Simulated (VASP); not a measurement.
# BeS (F-43m) in VASP: further runs

The runs below take BeS through single point, with PBE.

Everything below comes from runs of VASP 6.6.1. Logs are shortened: lines on timing, memory, paths and dates and some standing lists are left out, and cuts for length are marked.

## 1. The cell of the first run

Symmetry: F-43m, No. 216, cubic system. Conventional cell: a = 4.672 Å, b = 4.672 Å, c = 4.672 Å, α = 90.00°, β = 90.00°, γ = 90.00°. Within 2.7 Å of Be (site symmetry -43m) lie 4 S at 2.02 Å. Within 2.7 Å of S (site symmetry -43m) lie 4 Be at 2.02 Å.

## 2. Single point, PBE (volume scaled by 0.88)

File INCAR:

```
SYSTEM = BeS
ALGO = Normal
EDIFF = 1E-7
ENCUT = 520
GGA = PE
ISIF = 2
ISMEAR = 0
LASPH = .TRUE.
LCHARG = .FALSE.
LREAL = .FALSE.
LWAVE = .FALSE.
NBANDS = 11
NELM = 100
PREC = Accurate
SIGMA = 0.02
```

File KPOINTS:

```
k-points
0
G
  8 8 8
  0 0 0
```

File POSCAR:

```
BeS
1.0
    0.0000000000      2.3362185739      2.3362185739
    2.3362185739      0.0000000000      2.3362185739
    2.3362185739      2.3362185739      0.0000000000
Be S
1 1
Direct
    0.0000000000      0.0000000000      0.0000000000
    0.2500000000      0.2500000000      0.2500000000
```

Potentials or basis: VASP PAW PBE potentials, release 64 (Be, S).

Started as:

```bash
$ cat potpaw_PBE.64/Be/POTCAR potpaw_PBE.64/S/POTCAR > POTCAR
$ mpirun -np 1 vasp_std > vasp.out
```

OUTCAR:

```text
SYSTEM = BeS
   EDIFF = 1E-7
   ENCUT = 520
   GGA = PE
   ISIF = 2
   ISMEAR = 0
   LASPH = .TRUE.
   LREAL = .FALSE.
   NELM = 100
   PREC = Accurate

 ion  position               nearest neighbor table
   1  0.000  0.000  0.000-   2 2.02   2 2.02   2 2.02   2 2.02
   2  0.250  0.250  0.250-   1 2.02   1 2.02   1 2.02   1 2.02

  LATTYP: Found a face centered cubic cell.
 ALAT       =     4.6724371478

  Lattice vectors:

 A1 = (   0.0000000000,   2.3362185739,   2.3362185739)
 A2 = (   2.3362185739,   0.0000000000,   2.3362185739)
 A3 = (   2.3362185739,   2.3362185739,   0.0000000000)

Analysis of symmetry for initial positions (statically):
=====================================================================
 Subroutine PRICEL returns:
 Original cell was already a primitive cell.

 Routine SETGRP: Setting up the symmetry group for a
 face centered cubic supercell.

 Subroutine GETGRP returns: Found 24 space group operations
 (whereof 24 operations were pure point group operations)
 out of a pool of 48 trial point group operations.

The static configuration has the point symmetry T_d .

Analysis of symmetry for dynamics (positions and initial velocities):
=====================================================================
 Subroutine PRICEL returns:
 Original cell was already a primitive cell.

 Routine SETGRP: Setting up the symmetry group for a
 face centered cubic supercell.

 Subroutine GETGRP returns: Found 24 space group operations
 (whereof 24 operations were pure point group operations)
 out of a pool of 48 trial point group operations.

The dynamic configuration has the point symmetry T_d .

 Subroutine INISYM returns: Found 24 space group operations
 (whereof 24 operations are pure point group operations),
 and found     1 'primitive' translations

----------------------------------------------------------------------------------------

                                     Primitive cell

  volume of cell :      25.5018

  direct lattice vectors                    reciprocal lattice vectors
     0.000000000  2.336218574  2.336218574    -0.214021070  0.214021070  0.214021070
     2.336218574  0.000000000  2.336218574     0.214021070 -0.214021070  0.214021070
     2.336218574  2.336218574  0.000000000     0.214021070  0.214021070 -0.214021070

  length of vectors
     3.303911992  3.303911992  3.303911992     0.370695368  0.370695368  0.370695368

  position of ions in fractional coordinates (direct lattice)
     0.000000000  0.000000000  0.000000000
     0.250000000  0.250000000  0.250000000

  ion indices of the primitive-cell ions
   primitive index   ion index
                 1           1
                 2           2

----------------------------------------------------------------------------------------

 KPOINTS: k-points

Automatic generation of k-mesh.
 Grid dimensions read from file:
 generate k-points for:    8    8    8

 Generating k-lattice:

  Cartesian coordinates                     Fractional coordinates (reciprocal lattice)
    -0.026752634  0.026752634  0.026752634     0.125000000  0.000000000  0.000000000
     0.026752634 -0.026752634  0.026752634     0.000000000  0.125000000  0.000000000
     0.026752634  0.026752634 -0.026752634     0.000000000  0.000000000  0.125000000

  Length of vectors
     0.046336921  0.046336921  0.046336921

  Shift w.r.t. Gamma in fractional coordinates (k-lattice)
     0.000000000  0.000000000  0.000000000

 Subroutine IBZKPT returns following result:
 ===========================================

 Found     29 irreducible k-points:

 Following reciprocal coordinates:
            Coordinates               Weight
  0.000000  0.000000  0.000000      1.000000
  0.125000  0.000000  0.000000      8.000000
  0.250000  0.000000  0.000000      8.000000
  0.375000  0.000000  0.000000      8.000000
  0.500000  0.000000  0.000000      4.000000
  0.125000  0.125000  0.000000      6.000000
[... 16 lines left out ...]
  0.500000  0.250000  0.125000     48.000000
 -0.375000  0.250000  0.125000     24.000000
 [... further k-points ...]
   k-points           NKPTS =     29   k-points in BZ     NKDIM =     29   number of bands    NBANDS=     11
   number of dos      NEDOS =    301   number of ions     NIONS =      2
   total plane-waves  NPLWV =  21952
   dimension x,y,z NGX =    28 NGY =   28 NGZ =   28
   dimension x,y,z NGXF=    56 NGYF=   56 NGZF=   56
   ions per type =               1   1
   NGX,Y,Z   is equivalent  to a cutoff of  14.09, 14.09, 14.09 a.u.
   NGXF,Y,Z  is equivalent  to a cutoff of  28.18, 28.18, 28.18 a.u.
 SYSTEM =  BeS
   PREC   = accura    normal or accurate (medium, high low for compatibility)
   ISTART =      0    job   : 0-new  1-cont  2-samecut
   ICHARG =      2    charge: 1-file 2-atom 10-const
   ISPIN  =      1    spin polarized calculation?
   LNONCOLLINEAR =      F non collinear calculations
   LSORBIT =      F    spin-orbit coupling
   LASPH  =      T    aspherical Exc in radial PAW
   ENCUT  =  520.0 eV  38.22 Ry    6.18 a.u.   6.14  6.14  6.14*2*pi/ulx,y,z
   NELM   =    100;   NELMIN=  2; NELMDL= -5     # of ELM steps
   EDIFF  = 0.1E-06   stopping-criterion for ELM
   LREAL  =      F    real-space projection
   EDIFFG = 0.1E-05   stopping-criterion for IOM
   NSW    =      0    number of steps for IOM
   IBRION =     -1    ionic relax: 0-MD 1-quasi-New 2-CG
   NFREE  =      0    steps in history (QN), initial steepest desc. (CG)
   ISIF   =      2    stress and relaxation
   ISYM   =      2    0-nonsym 1-usesym 2-fastsym
   POTIM  = 0.5000    time-step for ionic-motion
   TEBEG  =    0.0;   TEEND  =   0.0 temperature during run
   PSTRESS=    0.0 pullay stress
   NELECT =       8.0000    total number of electrons
   NUPDOWN=      -1.0000    fix difference up-down
   EMIN   =  10.00;   EMAX   =-10.00  energy-range for DOS
   EFERMI =   0.00;   METHOD = LEGACY
   ISMEAR =     0;   SIGMA  =   0.02  broadening in eV -4-tet -1-fermi 0-gaus
   EFERMI_NEDOS =   21; number of points for ismear=-14 and -15
   IALGO  =     38    algorithm
   IMIX   =      4    mixing-type and parameters
     AMIX     =   0.40;   BMIX     =  1.00
     AMIX_MAG =   1.60;   BMIX_MAG =  1.00
  volume/ion in A,a.u.               =      12.75        86.05
  Fermi-wavevector in a.u.,A,eV,Ry     =   1.112367  2.102068 16.835304  1.237360
  Thomas-Fermi vector in A             =   2.248940
   LORBIT       =      0    0 simple, 1 ext, 2 COOP (PROOUT), +10 PAW based schemes
   GGA     = PE    functional components
   LHFCALC =     F    Hartree Fock is set to
   AEXX    =    0.0000 exact exchange contribution
   IVDW    =     0    specifies the selected vdW correction
   LEPSILON=     F    determine dielectric tensor
   LRPA    =     F    only Hartree local field effects (RPA)
 non-spin polarized calculation
 Gauss-broadening in eV      SIGMA  =   0.02
  energy-cutoff  :      520.00
  volume of cell :       25.50
 maximum number of plane-waves:       701
 NGX is ok and might be reduce to    28
   NGX = 13   NGY = 13   NGZ = 13

 number of electron       7.9999999 magnetization

 Free energy of the ion-electron system (eV)
  ---------------------------------------------------
  ext. energy  EPLUGINS =         0.00000000
  ---------------------------------------------------
  free energy    TOTEN  =        -9.86364245 eV

  energy without entropy =       -9.86364245  energy(sigma->0) =       -9.86364245

 E-fermi :   5.5330     XC(G=0): -10.2014

 val. band max:        5.4037856428   @ k =   0.0000   0.0000   0.0000
 cond. band min:       8.2328801215   @ k =   0.5000   0.5000   0.0000
 fundamental gap:      2.8290944787
 Fermi energy:         5.5330233366

 k-point     1 :       0.0000    0.0000    0.0000
  band No.  band energies     occupation
      1      -9.0964      2.00000
      2       5.4038      2.00000
      3       5.4038      2.00000
      4       5.4038      2.00000
      5      10.9969      0.00000
      6      10.9969      0.00000
      7      10.9969      0.00000
      8      12.2805      0.00000
      9      18.4274      0.00000
     10      18.4274      0.00000
     11      21.1499      0.00000

 k-point     2 :       0.1250    0.0000    0.0000
  band No.  band energies     occupation
      1      -8.8916      2.00000
      2       4.0605      2.00000
      3       5.1644      2.00000
      4       5.1644      2.00000
      5      11.1912      0.00000
      6      11.4096      0.00000
      7      11.4096      0.00000
      8      13.4511      0.00000
      9      17.6769      0.00000
     10      17.6769      0.00000
     11      20.7075      0.00000

 k-point     3 :       0.2500    0.0000    0.0000
  band No.  band energies     occupation
      1      -8.3196      2.00000
      2       1.7038      2.00000
      3       4.7002      2.00000
      4       4.7002      2.00000
      5      11.2746      0.00000
      6      12.0035      0.00000
      7      12.0035      0.00000
      8      15.5645      0.00000
      9      17.4487      0.00000
     10      17.4487      0.00000
     11      20.2638      0.00000

 k-point     4 :       0.3750    0.0000    0.0000
  band No.  band energies     occupation
      1      -7.5683      2.00000
      2      -0.3026      2.00000
      3       4.3356      2.00000
      4       4.3356      2.00000
      5      11.2873      0.00000
      6      12.0166      0.00000
      7      12.0166      0.00000
      8      16.8309      0.00000
      9      18.9971      0.00000
     10      18.9971      0.00000
     11      20.7870      0.00000

 k-point     5 :       0.5000    0.0000    0.0000
  band No.  band energies     occupation
      1      -7.1580      2.00000
      2      -1.1513      2.00000
      3       4.2041      2.00000
      4       4.2041      2.00000
      5      11.2838      0.00000
      6      11.9085      0.00000
      7      11.9085      0.00000
      8      17.1099      0.00000
      9      20.8618      0.00000
     10      20.8618      0.00000
     11      21.6670      0.00000
[... 211 lines left out ...]
 k-point    21 :       0.5000    0.5000    0.0000
  band No.  band energies     occupation
      1      -6.5003      2.00000
      2      -0.2223      2.00000
      3       2.3492      2.00000
      4       2.3492      2.00000
      5       8.2329      0.00000
      6      10.1899      0.00000
      7      19.0947      0.00000
      8      19.0947      0.00000
      9      22.2842      0.00000
     10      22.5338      0.00000
     11      23.0676      0.00000

 k-point    22 :       0.3750    0.2500    0.1250
  band No.  band energies     occupation
      1      -7.8466      2.00000
      2       1.4830      2.00000
      3       2.9071      2.00000
      4       4.1003      2.00000
      5      10.9423      0.00000
      6      12.7814      0.00000
      7      13.2923      0.00000
      8      14.3148      0.00000
      9      17.6511      0.00000
     10      20.5058      0.00000
     11      22.2033      0.00000

 k-point    23 :       0.5000    0.2500    0.1250
  band No.  band energies     occupation
      1      -7.1754      2.00000
      2       0.1139      2.00000
      3       2.3381      2.00000
      4       3.5425      2.00000
      5      11.4096      0.00000
      6      12.3716      0.00000
      7      14.3189      0.00000
      8      15.0691      0.00000
      9      18.6725      0.00000
     10      20.5630      0.00000
     11      22.8311      0.00000

 k-point    24 :      -0.3750    0.2500    0.1250
  band No.  band energies     occupation
      1      -6.8231      2.00000
      2      -0.5585      2.00000
      3       2.2538      2.00000
      4       3.2506      2.00000
      5      11.4206      0.00000
      6      12.2438      0.00000
      7      15.0481      0.00000
      8      16.4235      0.00000
      9      17.3281      0.00000
     10      21.4115      0.00000
     11      22.3140      0.00000

 [... further k-points ...]
[... 5 lines left out ...]
  --------------------------------------------------------------------------------------
  -------------------------------------------------------------------------------------
  Total        2.4075755      2.4075755      2.4075755     -0.0000000      0.0000000     -0.0000000
  in kB      151.2586003    151.2586003    151.2586003     -0.0000000      0.0000000     -0.0000000
  external PRESSURE =     151.2586003 kB  Pullay stress =       0.0000000 kB

 VOLUME and BASIS-vectors are now :
 -----------------------------------------------------------------------------
  energy-cutoff  :      520.00
  volume of cell :       25.50
      direct lattice vectors                 reciprocal lattice vectors
     0.000000000  2.336218574  2.336218574    -0.214021070  0.214021070  0.214021070
     2.336218574  0.000000000  2.336218574     0.214021070 -0.214021070  0.214021070
     2.336218574  2.336218574  0.000000000     0.214021070  0.214021070 -0.214021070

 POSITION                                       TOTAL-FORCE (eV/Angst)
 -----------------------------------------------------------------------------------
      0.00000      0.00000      0.00000        -0.000000     -0.000000     -0.000000
      1.16811      1.16811      1.16811         0.000000      0.000000      0.000000
 -----------------------------------------------------------------------------------
    total drift:                               -0.000000     -0.000000     -0.000000

  FREE ENERGIE OF THE ION-ELECTRON SYSTEM (eV)
  ---------------------------------------------------
  free  energy   TOTEN  =        -9.8636424544 eV

  energy  without entropy=       -9.8636424544  energy(sigma->0) =       -9.86364245
```

It took 11 s on 1 thread of Intel Xeon Platinum 8259CL at 2.50GHz (Skylake/Cascade Lake), shared host; peak memory 0.15 GiB.

Results:

* Free energy: -9.8636 eV
* Pressure: 15.1 GPa
* Band gap on the k mesh: 2.83 eV, indirect (least direct gap 5.59 eV)

Levels at points of the mesh, in eV from the valence-band top:
```csv
k point,band 2,band 3,band 4,band 5,band 6,band 7
"(0.00, 0.00, 0.00)",0.00,0.00,0.00,5.59,5.59,5.59
"(0.50, 0.00, 0.00)",-6.56,-1.20,-1.20,5.88,6.50,6.50
"(0.50, 0.50, 0.00)",-5.63,-3.05,-3.05,2.83,4.79,13.69
```

Caveat: the cell differs from its parent crystal (volume scaled by 0.88). A k mesh can miss the band edges.

## 3. Single point, PBE

This run uses another cell than the first one, of 14.49 Å³/atom, 1.136 times its volume.

File INCAR:

```
SYSTEM = BeS
PREC = Accurate ; ENCUT = 520
EDIFF = 1E-7 ; ISMEAR = 0
SIGMA = 0.02 ; LREAL = .FALSE.
LASPH = .TRUE. ; NELM = 80
ALGO = Normal ; ISIF = 2
LWAVE = .FALSE. ; LCHARG = .TRUE.
GGA = PE ; LELF = .TRUE.
LVHAR = .TRUE. ; NBANDS = 11
```

File KPOINTS:

```
regular mesh
0
G
  8 8 8
  0 0 0
```

File POSCAR:

```
BeS
1.0
    0.0000000000      2.4379188670      2.4379188670
    2.4379188670      0.0000000000      2.4379188670
    2.4379188670      2.4379188670      0.0000000000
Be S
1 1
Direct
    0.0000000000      0.0000000000      0.0000000000
    0.2500000000      0.2500000000      0.2500000000
```

Potentials or basis: VASP PAW PBE potentials, release 64 (Be, S).

Started as:

```bash
$ cat potpaw_PBE.64/Be/POTCAR potpaw_PBE.64/S/POTCAR > POTCAR
$ mpirun -np 1 vasp_std > vasp.out
```

Wall time 13 s (1 thread of Intel Xeon Platinum 8259CL at 2.50GHz (Skylake/Cascade Lake), shared host); peak memory 0.15 GiB.

The run converged. Its results:

```yaml
Free_energy: -10.0133 eV
Pressure: 0.0 GPa
Band_gap_on_the_k_mesh: 3.15 eV, indirect (least direct gap 5.68 eV)
```

Levels at points of the mesh, in eV from the valence-band top:
| k point | band 2 | band 3 | band 4 | band 5 | band 6 | band 7 |
| --- | --- | --- | --- | --- | --- | --- |
| (0.00, 0.00, 0.00) | 0.00 | 0.00 | 0.00 | 5.68 | 5.68 | 5.68 |
| (0.50, 0.00, 0.00) | -5.69 | -1.01 | -1.01 | 5.42 | 6.57 | 6.57 |
| (0.50, 0.50, 0.00) | -4.94 | -2.59 | -2.59 | 3.15 | 4.93 | 12.65 |

A k mesh can miss the band edges. Expect the measured gap to be larger: semilocal functionals such as PBE lack the derivative discontinuity.

(Part 1 of 2 ends here.)
